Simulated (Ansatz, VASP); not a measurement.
Two plane-wave programs on TiAl3Ni2

```
Ti Al Ni
1.0
     4.18658    0.00000    0.00000
    -2.09329    3.62568    0.00000
     0.00000    0.00000    5.42289
Ti Al Ni
1 3 2
Cartesian
  0.0000 0.0000 2.7114
  0.0000 2.4171 1.3809
  2.0933 1.2086 4.0420
  0.0000 0.0000 0.0000
  0.0000 2.4171 4.0845
  2.0933 1.2086 1.3384
```

Alike in both runs: task relaxation of cell and atoms; functional PBE; k mesh 12 × 12 × 8; occupations gaussian, width 0.1 eV; no spin polarisation.

|  | VASP | Ansatz |
| --- | --- | --- |
| version | VASP 6.6.1 | Ansatz 0.2.0 |
| potentials or method | VASP PAW PBE potentials, release 64 (Ti_sv, Al, Ni), cutoff 600 eV | scalar-relativistic, plane waves, PAW |
| valence electrons in the cell | 41 | 57 |

Ansatz gave:

* gap on the k mesh at the Fermi level, each at its own relaxed structure (eV): none
* relaxed volume (Å³/atom): 13.71
* relaxed length of the cell vector where the two differ most in proportion (Å): 5.430

Task: Estimate VASP's values.

Result: gap on the k mesh at the Fermi level, each at its own relaxed structure (eV): none; relaxed volume (Å³/atom): 13.71; relaxed length of the cell vector where the two differ most in proportion (Å): 5.428.

A gap of «none» marks a metal or a gap that the smearing closes. VASP's potentials hold 41 valence electrons a cell and Ansatz's 57, so a difference there can come from the potentials and not from the codes.
